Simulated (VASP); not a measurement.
# ZrB2 (P6/mmm) in VASP: notebook, part 2 of 2

VASP 6.6.1. Earlier steps stand in the parts before.

## Step 3: Relaxation of shape and atoms at fixed volume, PBE (9.97 Å³/atom)

This run uses another cell than the first one, of 9.97 Å³/atom.

File INCAR:

```
SYSTEM = ZrB2
PREC = Accurate
ENCUT = 600
EDIFF = 1E-6
ISMEAR = 0
SIGMA = 0.1
LREAL = .False.
LASPH = .True.
NELM = 100
ALGO = Normal
ISIF = 4
LWAVE = .False.
LCHARG = .False.
GGA = PE
IBRION = 2
NSW = 50
EDIFFG = -0.01
```

File KPOINTS:

```
regular mesh
0
Gamma
  15 15 12
  0 0 0
```

File POSCAR:

```
ZrB2
1.0
    3.1391318078      0.0000000000      0.0000000000
   -1.5695659039      2.7185678913      0.0000000000
    0.0000000000      0.0000000000      3.5065143413
Zr B
1 2
Direct
    0.0000000000      0.0000000000      0.0000000000
    0.3333333333      0.6666666667      0.5000000000
    0.6666666667      0.3333333333      0.5000000000
```

Potentials or basis: VASP PAW PBE potentials, release 64 (Zr_sv, B).

The run is started by

```bash
cat potpaw_PBE.64/Zr_sv/POTCAR potpaw_PBE.64/B/POTCAR > POTCAR
mpirun -np 1 vasp_std > vasp.out
```

It took 3.3 min on 1 thread of Intel Xeon 8259CL, shared host; peak memory 0.23 GiB.

Results (log left out):

```yaml
Free_energy: -24.9580 eV
Energy_gained_by_relaxing: 0.0 meV/atom
Ionic_steps: 2
Pressure_after_relaxing: 7.8 GPa
Band_gap_on_the_k_mesh: zero (bands 9 and 10 overlap by 1.03 eV)
```

Final structure:
```
Zr B
1.0
     3.14096    0.00000    0.00000
    -1.57048    2.72015    0.00000
     0.00000    0.00000    3.50244
Zr B
1 2
Cartesian
  3.1410 0.0000 0.0000
  0.0000 1.8134 1.7512
  1.5705 0.9067 1.7512
```

Levels at points of the mesh, in eV from the Fermi level:
```
           k point  band 6  band 7  band 8  band 9  band 10  band 11  band 12  band 13
(0.00, 0.00, 0.00)   -2.68   -2.68   -2.64   -2.33     3.53     3.53     4.32     4.32
(0.00, 0.00, 0.50)   -7.03   -0.97   -0.97    0.35     0.35     0.81     0.81     1.90
```

## Step 4: Relaxation of shape and atoms at fixed volume, PBE (10.59 Å³/atom)

This run uses another cell than the first one, of 10.59 Å³/atom.

File INCAR:

```
SYSTEM = ZrB2
  PREC = Accurate
  ENCUT = 600
  EDIFF = 1E-6
  ISMEAR = 0
  SIGMA = 0.1
  LREAL = .False.
  LASPH = .True.
  NELM = 60
  ALGO = Normal
  ISIF = 4
  LWAVE = .False.
  LCHARG = .False.
  GGA = PE
  IBRION = 2
  NSW = 50
  EDIFFG = -0.01
```

KPOINTS is that of step 3.

File POSCAR:

```
ZrB2
1.0
    3.2025657025      0.0000000000      0.0000000000
   -1.6012828513      2.7735032557      0.0000000000
    0.0000000000      0.0000000000      3.5773721055
Zr B
1 2
Direct
    0.0000000000      0.0000000000      0.0000000000
    0.3333333333      0.6666666667      0.5000000000
    0.6666666667      0.3333333333      0.5000000000
```

Potentials or basis: VASP PAW PBE potentials, release 64 (Zr_sv, B).

The run is started by

```bash
cat potpaw_PBE.64/Zr_sv/POTCAR potpaw_PBE.64/B/POTCAR > POTCAR
mpirun -np 1 vasp_std > vasp.out
```

OUTCAR:

```text
SYSTEM = ZrB2
   PREC = Accurate
   ENCUT = 600
   EDIFF = 1E-6
   ISMEAR = 0
   LREAL = .False.
   LASPH = .True.
   NELM = 60
   ISIF = 4
   GGA = PE
   IBRION = 2
   NSW = 50
   EDIFFG = -0.01

 ion  position               nearest neighbor table
   1  0.000  0.000  0.000-   2 2.57   3 2.57   2 2.57   3 2.57   3 2.57   3 2.57   2 2.57   2 2.57
                             3 2.57   3 2.57   2 2.57   2 2.57
   2  0.333  0.667  0.500-   3 1.85   3 1.85   3 1.85   1 2.57   1 2.57   1 2.57   1 2.57   1 2.57
[... 635 lines left out ...]
  Direction    XX          YY          ZZ          XY          YZ          ZX
  --------------------------------------------------------------------------------------
  -------------------------------------------------------------------------------------
  Total       -1.2941621     -1.2941621     -1.2930818      0.0000000      0.0000000      0.0000000
  in kB      -65.2541897    -65.2541897    -65.1997203      0.0000000      0.0000000      0.0000000
  external PRESSURE =     -65.2360332 kB  Pullay stress =       0.0000000 kB

 VOLUME and BASIS-vectors are now :
 -----------------------------------------------------------------------------
  energy-cutoff  :      600.00
  volume of cell :       31.78
      direct lattice vectors                 reciprocal lattice vectors
     3.200066108  0.000000000 -0.000000000     0.312493544  0.180418232  0.000000000
    -1.600033054  2.771338543  0.000000000    -0.000000000  0.360836464  0.000000000
    -0.000000000 -0.000000000  3.582962910     0.000000000 -0.000000000  0.279098619

 POSITION                                       TOTAL-FORCE (eV/Angst)
 -----------------------------------------------------------------------------------
     -0.00000     -0.00000      3.58296         0.000000     -0.000000     -0.000000
     -0.00000      1.84756      1.79148         0.000000     -0.000000      0.000000
      1.60003      0.92378      1.79148        -0.000000      0.000000     -0.000000
 -----------------------------------------------------------------------------------
    total drift:                               -0.000000      0.000000      0.000000

  FREE ENERGIE OF THE ION-ELECTRON SYSTEM (eV)
  ---------------------------------------------------
  free  energy   TOTEN  =       -24.9626154132 eV

  energy  without entropy=      -24.9614792990  energy(sigma->0) =      -24.96204736

 reached required accuracy - stopping structural energy minimisation
```

CONTCAR:

```text
ZrB2
   1.00000000000000
     3.2000661078749539    0.0000000000012514   -0.0000000000000000
    -1.6000330539863541    2.7713385432528810    0.0000000000000000
    -0.0000000000000000   -0.0000000000000000    3.5829629102594827
  Zr              B
     1     2
Direct
     0.0000000000000000    0.0000000000000000    1.0000000000000000
     0.3333333332999970    0.6666666667000030    0.5000000000000000
     0.6666666667000030    0.3333333332999970    0.5000000000000000

  0.00000000E+00  0.00000000E+00  0.00000000E+00
  0.00000000E+00  0.00000000E+00  0.00000000E+00
  0.00000000E+00  0.00000000E+00  0.00000000E+00
```

Run time: 3.7 min. Hardware: 1 thread of Intel Xeon 8259CL, shared host; peak memory 0.24 GiB.

Results:

```
Free energy               : -24.9626 eV
Energy gained by relaxing : 0.0 meV/atom
Ionic steps               : 2
Pressure after relaxing   : -6.5 GPa
Band gap on the k mesh    : zero (bands 9 and 10 overlap by 0.99 eV)
```

Step by step:
```
step  energy change (eV)  largest force (eV/Å)  pressure (GPa)  volume (Å³)
   1              0.0000                0.0000           -6.55        31.78
   2             -0.0001                0.0000           -6.52        31.78
```

Final structure:
```
Zr B
1.0
     3.20007    0.00000    0.00000
    -1.60003    2.77134    0.00000
     0.00000    0.00000    3.58296
Zr B
1 2
Direct
  0.00000 0.00000 0.00000
  0.33333 0.66667 0.50000
  0.66667 0.33333 0.50000
```

Levels at points of the mesh, in eV from the Fermi level:
```tsv
k point	band 6	band 7	band 8	band 9	band 10	band 11	band 12	band 13
(0.00, 0.00, 0.00)	-2.53	-2.53	-2.52	-2.39	3.26	3.26	3.98	3.98
(0.00, 0.00, 0.50)	-6.87	-0.93	-0.93	0.36	0.36	0.76	0.76	1.69
```

## Step 5: Relaxation of shape and atoms at fixed volume, PBE (10.90 Å³/atom)

This run uses another cell than the first one, of 10.90 Å³/atom.

File INCAR:

```
SYSTEM = ZrB2
ALGO = Normal
EDIFF = 1E-7
EDIFFG = -0.01
ENCUT = 600
GGA = PE
IBRION = 2
ISIF = 4
ISMEAR = 0
LASPH = .True.
LCHARG = .False.
LREAL = .False.
LWAVE = .False.
NELM = 100
NSW = 50
PREC = Accurate
SIGMA = 0.1
```

File KPOINTS:

```
k-points
0
Gamma
  15 15 12
  0 0 0
```

File POSCAR:

```
ZrB2
1.0
    3.2310326610      0.0000000000      0.0000000000
   -1.6155163305      2.7981563649      0.0000000000
    0.0000000000      0.0000000000      3.6169804153
Zr B
1 2
Direct
    0.0000000000      0.0000000000      0.0000000000
    0.3333333333      0.6666666667      0.5000000000
    0.6666666667      0.3333333333      0.5000000000
```

The run is started by

```bash
cat potpaw_PBE.64/Zr_sv/POTCAR potpaw_PBE.64/B/POTCAR > POTCAR
mpirun -np 1 vasp_std > vasp.out
```

It took 4 min on 1 thread of Intel Xeon 8259CL, shared host; peak memory 0.24 GiB.

It converged, with:

```
Free energy               : -24.9085 eV
Energy gained by relaxing : 0.0 meV/atom
Ionic steps               : 2
Pressure after relaxing   : -12.3 GPa
Band gap on the k mesh    : zero (bands 9 and 10 overlap by 0.97 eV)
```

Step by step:
```tsv
step	energy change (eV)	largest force (eV/Å)	pressure (GPa)	volume (Å³)
1	0.0000	0.0000	-12.30	32.70
2	-0.0001	0.0000	-12.26	32.70
```

Final structure:
```
CELL_PARAMETERS angstrom
3.22848 0.00000 0.00000
-1.61424 2.79594 0.00000
0.00000 0.00000 3.62271
ATOMIC_POSITIONS crystal
Zr 0.00000 0.00000 0.00000
B 0.33333 0.66667 0.50000
B 0.66667 0.33333 0.50000
```

Levels at points of the mesh, in eV from the Fermi level:
```csv
k point,band 7,band 8,band 9,band 10,band 11,band 12
"(0.00, 0.00, 0.00)",-2.46,-2.46,-2.41,3.14,3.14,3.83
"(0.00, 0.00, 0.50)",-0.91,-0.91,0.37,0.37,0.74,0.74
```

## Step 6: Overview

| cell | gap on the mesh (eV) | pressure (GPa) |
| --- | --- | --- |
| relaxed from a = 3.108, b = 3.108, c = 3.466 Å, angles 90.0, 90.0, 120.0°, 3 atoms | none | 16.8 |
| relaxed from a = 3.139, b = 3.139, c = 3.507 Å, angles 90.0, 90.0, 120.0°, 3 atoms | none | 7.8 |
| relaxed from a = 3.203, b = 3.203, c = 3.577 Å, angles 90.0, 90.0, 120.0°, 3 atoms | none | -6.5 |
| relaxed from a = 3.231, b = 3.231, c = 3.617 Å, angles 90.0, 90.0, 120.0°, 3 atoms | none | -12.3 |

Alike in all rows: task relaxation of shape and atoms at fixed volume; level PBE; potentials or basis VASP PAW PBE potentials, release 64 (Zr_sv, B); no spin polarisation; k mesh 15 × 15 × 12; cutoff (eV) 600; smearing gaussian 0.1 eV.

Absolute energies hang on the potentials; compare differences alone.
